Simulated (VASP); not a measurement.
# Te8Pb7 (a cell with a defect) in VASP: relaxation of the atoms with PBE

Aim: the relaxation of the atoms of Te8Pb7 (a cell with a defect) with PBE.

Program: VASP 6.6.1. These are calculated values, not measurements. Logs are shortened: lines on timing, memory, paths and dates and some standing lists are left out, and cuts for length are marked.

### 1 The cell of the first run

The cell holds a defect, 15 atoms: a = 9.139 Å, b = 9.139 Å, c = 9.139 Å, α = 60.00°, β = 60.00°, γ = 60.00°.

### 2 Relaxation of the atoms, PBE

File INCAR:

```
  PREC = Accurate
  ENCUT = 450
  EDIFF = 1E-7
  ISMEAR = 0
  SIGMA = 0.02
  LREAL = F
  LASPH = T
  NELM = 120
  ALGO = Normal
  ISIF = 2
  LWAVE = F
  LCHARG = F
  GGA = PE
  IBRION = 2
  NSW = 60
  EDIFFG = -0.05
  GGA_COMPAT = F
  NELMIN = 4
```

File KPOINTS:

```
Automatic mesh
0
Gamma
  2 2 2
```

File POSCAR:

```
Te8Pb7
1.0
    0.0000000000      6.4620000000      6.4620000000
    6.4620000000      0.0000000000      6.4620000000
    6.4620000000      6.4620000000      0.0000000000
Te Pb
8 7
Direct
    0.2500000000      0.2500000000      0.2500000000
    0.2500000000      0.2500000000      0.7500000000
    0.2500000000      0.7500000000      0.2500000000
    0.2500000000      0.7500000000      0.7500000000
    0.7500000000      0.2500000000      0.2500000000
    0.7500000000      0.2500000000      0.7500000000
    0.7500000000      0.7500000000      0.2500000000
    0.7500000000      0.7500000000      0.7500000000
    0.0000000000      0.0000000000      0.5000000000
    0.0000000000      0.5000000000      0.0000000000
    0.0000000000      0.5000000000      0.5000000000
    0.5000000000      0.0000000000      0.0000000000
    0.5000000000      0.0000000000      0.5000000000
    0.5000000000      0.5000000000      0.0000000000
    0.5000000000      0.5000000000      0.5000000000
```

Potentials or basis: VASP PAW PBE potentials, release 64 (Te, Pb_d).

Started as:

```sh
$ cat potpaw_PBE.64/Te/POTCAR potpaw_PBE.64/Pb_d/POTCAR > POTCAR
$ mpirun -np 1 vasp_std > vasp.out
```

OUTCAR:

```text
PREC = Accurate
   ENCUT = 450
   EDIFF = 1E-7
   ISMEAR = 0
   LREAL = F
   LASPH = T
   NELM = 120
   ISIF = 2
   GGA = PE
   IBRION = 2
   NSW = 60
   EDIFFG = -0.05
   NELMIN = 4

 ion  position               nearest neighbor table
   1  0.250  0.250  0.250-   9 3.23  10 3.23  11 3.23  12 3.23  13 3.23  14 3.23
   2  0.250  0.250  0.750-  10 3.23  11 3.23  12 3.23  13 3.23  15 3.23
   3  0.250  0.750  0.250-   9 3.23  11 3.23  12 3.23  14 3.23  15 3.23
   4  0.250  0.750  0.750-   9 3.23  10 3.23  13 3.23  14 3.23  15 3.23
   5  0.750  0.250  0.250-   9 3.23  10 3.23  13 3.23  14 3.23  15 3.23
   6  0.750  0.250  0.750-   9 3.23  11 3.23  12 3.23  14 3.23  15 3.23
   7  0.750  0.750  0.250-  10 3.23  11 3.23  12 3.23  13 3.23  15 3.23
   8  0.750  0.750  0.750-   9 3.23  10 3.23  11 3.23  12 3.23  13 3.23  14 3.23
   9  0.000  0.000  0.500-   1 3.23   3 3.23   4 3.23   5 3.23   6 3.23   8 3.23
  10  0.000  0.500  0.000-   1 3.23   2 3.23   4 3.23   5 3.23   7 3.23   8 3.23
  11  0.000  0.500  0.500-   1 3.23   2 3.23   3 3.23   6 3.23   7 3.23   8 3.23
  12  0.500  0.000  0.000-   1 3.23   2 3.23   3 3.23   6 3.23   7 3.23   8 3.23
  13  0.500  0.000  0.500-   1 3.23   2 3.23   4 3.23   5 3.23   7 3.23   8 3.23
  14  0.500  0.500  0.000-   1 3.23   3 3.23   4 3.23   5 3.23   6 3.23   8 3.23
  15  0.500  0.500  0.500-   2 3.23   3 3.23   4 3.23   5 3.23   6 3.23   7 3.23

  LATTYP: Found a face centered cubic cell.
 ALAT       =    12.9240000000

  Lattice vectors:

 A1 = (   0.0000000000,   6.4620000000,   6.4620000000)
 A2 = (   6.4620000000,   0.0000000000,   6.4620000000)
 A3 = (   6.4620000000,   6.4620000000,   0.0000000000)

Analysis of symmetry for initial positions (statically):
=====================================================================
 Subroutine PRICEL returns:
 Original cell was already a primitive cell.

 Routine SETGRP: Setting up the symmetry group for a
 face centered cubic supercell.

 Subroutine GETGRP returns: Found 48 space group operations
 (whereof 48 operations were pure point group operations)
 out of a pool of 48 trial point group operations.

The static configuration has the point symmetry O_h .

Analysis of symmetry for dynamics (positions and initial velocities):
=====================================================================
 Subroutine PRICEL returns:
 Original cell was already a primitive cell.

 Routine SETGRP: Setting up the symmetry group for a
 face centered cubic supercell.

 Subroutine GETGRP returns: Found 48 space group operations
 (whereof 48 operations were pure point group operations)
 out of a pool of 48 trial point group operations.

[... 114 lines left out ...]
   PSTRESS=    0.0 pullay stress
   NELECT =     146.0000    total number of electrons
   NUPDOWN=      -1.0000    fix difference up-down
   EMIN   =  10.00;   EMAX   =-10.00  energy-range for DOS
   EFERMI =   0.00;   METHOD = LEGACY
   ISMEAR =     0;   SIGMA  =   0.02  broadening in eV -4-tet -1-fermi 0-gaus
   EFERMI_NEDOS =   21; number of points for ismear=-14 and -15
   IALGO  =     38    algorithm
   IMIX   =      4    mixing-type and parameters
     AMIX     =   0.40;   BMIX     =  1.00
     AMIX_MAG =   1.60;   BMIX_MAG =  1.00
  volume/ion in A,a.u.               =      35.98       242.79
  Fermi-wavevector in a.u.,A,eV,Ry     =   1.058804  2.000849 15.253022  1.121066
  Thomas-Fermi vector in A             =   2.194126
   LORBIT       =      0    0 simple, 1 ext, 2 COOP (PROOUT), +10 PAW based schemes
   GGA     = PE    functional components
   LHFCALC =     F    Hartree Fock is set to
   AEXX    =    0.0000 exact exchange contribution
   IVDW    =     0    specifies the selected vdW correction
   LEPSILON=     F    determine dielectric tensor
   LRPA    =     F    only Hartree local field effects (RPA)
 conjugate gradient relaxation of ions
 non-spin polarized calculation
 Gauss-broadening in eV      SIGMA  =   0.02
  energy-cutoff  :      450.00
  volume of cell :      539.67
 maximum number of plane-waves:     11708
 NGX is ok and might be reduce to    64
   NGX = 31   NGY = 31   NGZ = 31

--------------------------------------- Ionic step        1  -------------------------------------------

 number of electron     145.9999946 magnetization

 Free energy of the ion-electron system (eV)
  ---------------------------------------------------
  ext. energy  EPLUGINS =         0.00000000
  ---------------------------------------------------
  free energy    TOTEN  =       -54.52626661 eV

  energy without entropy =      -54.52195278  energy(sigma->0) =      -54.52410970

------------------------ aborting loop because EDIFF is reached ----------------------------------------

  FORCE on cell =-STRESS in cart. coord.  units (eV):
  Direction    XX          YY          ZZ          XY          YZ          ZX
  --------------------------------------------------------------------------------------
  -------------------------------------------------------------------------------------
  Total        0.6724181      0.6724181      0.6724181      0.0000000      0.0000000      0.0000000
  in kB        1.9962692      1.9962692      1.9962692      0.0000000      0.0000000      0.0000000
  external PRESSURE =       1.9962692 kB  Pullay stress =       0.0000000 kB
[... 85 lines left out ...]
--------------------------------------- Ionic step        3  -------------------------------------------

 number of electron     145.9999948 magnetization

 Free energy of the ion-electron system (eV)
  ---------------------------------------------------
  ext. energy  EPLUGINS =         0.00000000
  ---------------------------------------------------
  free energy    TOTEN  =       -54.53045430 eV

  energy without entropy =      -54.52656125  energy(sigma->0) =      -54.52850777

 E-fermi :   4.7260     XC(G=0):  -8.9479

 val. band max:        4.7199455461   @ k =   0.5000   0.5000   0.0000
 cond. band min:       4.7714509804   @ k =   0.5000   0.0000   0.0000
 fundamental gap:      0.0515054343
 Fermi energy:         4.7260031919

 k-point     1 :       0.0000    0.0000    0.0000
  band No.  band energies     occupation
      1     -11.9756      2.00000
      2     -11.9357      2.00000
      3     -11.9357      2.00000
      4     -11.9265      2.00000
      5     -11.9265      2.00000
      6     -11.9265      2.00000
[... 253 lines left out ...]
     84       8.2010      0.00000
     85       8.2010      0.00000
 [bands above 85 left out]

------------------------ aborting loop because EDIFF is reached ----------------------------------------

  FORCE on cell =-STRESS in cart. coord.  units (eV):
  Direction    XX          YY          ZZ          XY          YZ          ZX
  --------------------------------------------------------------------------------------
  -------------------------------------------------------------------------------------
  Total        0.4512147      0.4512147      0.4512147      0.0000000      0.0000000     -0.0000000
  in kB        1.3395626      1.3395626      1.3395626      0.0000000      0.0000000     -0.0000000
  external PRESSURE =       1.3395626 kB  Pullay stress =       0.0000000 kB
[... 30 lines left out ...]
  FREE ENERGIE OF THE ION-ELECTRON SYSTEM (eV)
  ---------------------------------------------------
  free  energy   TOTEN  =       -54.5304542963 eV

  energy  without entropy=      -54.5265612469  energy(sigma->0) =      -54.52850777

 reached required accuracy - stopping structural energy minimisation
```

CONTCAR:

```text
Te8Pb7
   1.00000000000000
     0.0000000000000000    6.4619999999999997    6.4619999999999997
     6.4619999999999997    0.0000000000000000    6.4619999999999997
     6.4619999999999997    6.4619999999999997    0.0000000000000000
  Te              Pb
     8     7
Direct
     0.2500000000000000    0.2500000000000000    0.2500000000000000
[... 19 lines left out ...]
  0.00000000E+00  0.00000000E+00  0.00000000E+00
  0.00000000E+00  0.00000000E+00  0.00000000E+00
  0.00000000E+00  0.00000000E+00  0.00000000E+00
  0.00000000E+00  0.00000000E+00  0.00000000E+00
  0.00000000E+00  0.00000000E+00  0.00000000E+00
  0.00000000E+00  0.00000000E+00  0.00000000E+00
  0.00000000E+00  0.00000000E+00  0.00000000E+00
  0.00000000E+00  0.00000000E+00  0.00000000E+00
  0.00000000E+00  0.00000000E+00  0.00000000E+00
  0.00000000E+00  0.00000000E+00  0.00000000E+00
  0.00000000E+00  0.00000000E+00  0.00000000E+00
```

Run time: 11 min. Hardware: 1 thread of Intel Xeon Platinum 8259CL at 2.50GHz (Skylake/Cascade Lake), shared host; peak memory 0.65 GiB.

What came out:

```yaml
Free_energy: -54.5305 eV
Energy_gained_by_relaxing: 0.3 meV/atom
Ionic_steps: 3
Pressure_after_relaxing: 0.1 GPa
Largest_force_after_relaxing: 0.036 eV/Å
Band_gap_on_the_k_mesh: zero (bands 73 and 74 overlap by 0.26 eV)
```

Forces on the atoms (eV/Å):
```
Te   0.000  0.000  0.000
Te   0.000  0.000 -0.036
Te   0.000 -0.036  0.000
Te   0.036  0.000  0.000
Te  -0.036  0.000  0.000
Te   0.000  0.036  0.000
Te   0.000  0.000  0.036
Te   0.000  0.000  0.000
Pb   0.000  0.000  0.000
Pb   0.000  0.000  0.000
Pb   0.000  0.000  0.000
Pb   0.000  0.000  0.000
Pb   0.000  0.000  0.000
Pb   0.000  0.000  0.000
Pb   0.000  0.000  0.000
```

The path:
```csv
step,energy change (eV),largest force (eV/Å),pressure (GPa)
1,0.0000,0.0688,0.20
2,-0.0013,0.0609,0.18
3,-0.0042,0.0364,0.13
```

Final structure:
```
Te Pb
1.0
     0.00000    6.46200    6.46200
     6.46200    0.00000    6.46200
     6.46200    6.46200    0.00000
Te Pb
8 7
Direct
  0.25000 0.25000 0.25000
  0.24897 0.24897 0.75103
  0.24897 0.75103 0.24897
  0.24897 0.75103 0.75103
  0.75103 0.24897 0.24897
  0.75103 0.24897 0.75103
  0.75103 0.75103 0.24897
  0.75000 0.75000 0.75000
  0.00000 0.00000 0.50000
  0.00000 0.50000 0.00000
  0.00000 0.50000 0.50000
  0.50000 0.00000 0.00000
  0.50000 0.00000 0.50000
  0.50000 0.50000 0.00000
  0.50000 0.50000 0.50000
```

Levels at points of the mesh, in eV from the Fermi level:
```csv
k point,band 71,band 72,band 73,band 74,band 75,band 76
"(0.00, 0.00, 0.00)",-0.26,0.26,0.26,0.26,0.91,1.10
"(0.50, 0.00, 0.00)",-0.66,-0.41,-0.41,0.05,2.14,2.64
"(0.50, 0.50, 0.00)",-0.20,-0.20,-0.06,-0.01,1.71,1.85
```

Caveat: the k points lie up to 0.42 Å⁻¹ apart; spin-orbit coupling is left out, which moves the levels of the heavy elements; the relaxation stopped at a loose force limit of 0.05 eV/Å, so its end isn't a converged minimum.

The gap in the log of VASP goes by the Fermi energy; the results here count the filled bands.